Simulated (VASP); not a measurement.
TiC:

```xyz
2
Lattice="0.0000 2.1942 2.1942 2.1942 0.0000 2.1942 2.1942 2.1942 0.0000" Properties=species:S:1:pos:R:3 pbc="T T T"
Ti    0.0000    0.0000    0.0000
C     2.1942    2.1942    2.1942
```

Base run:

- Program: VASP 6.6.1
- Functional: b88 exchange, pbe correlation
- Potentials or basis: VASP PAW PBE potentials, release 64 (Ti_sv, C)
- Cutoff: 600 eV
- k mesh: 11 × 11 × 11
- Occupations: fermi-dirac, width 0.05 eV
- Spin: no spin polarisation

Its results: band gap on the k mesh zero (bands 8 and 9 overlap by 1.07 eV); pressure -8.8 GPa.

**Question.** The run is repeated on the same cell with these changes: functional from b88 exchange, pbe correlation to PBEsol; cutoff from 600 eV to 520 eV; further incar settings from ALGO = Normal; EDIFF = 1e-06; NBANDS = 15 to ALGO = Normal; EDIFF = 1e-07; NBANDS = 15. What comes out?

**Answer.** Band gap on the k mesh zero (bands 8 and 9 overlap by 1.05 eV); pressure -15.1 GPa.

Caveats: the cell stands under tension; the PAW data sets were made with another functional, which shifts forces and pressure a little.
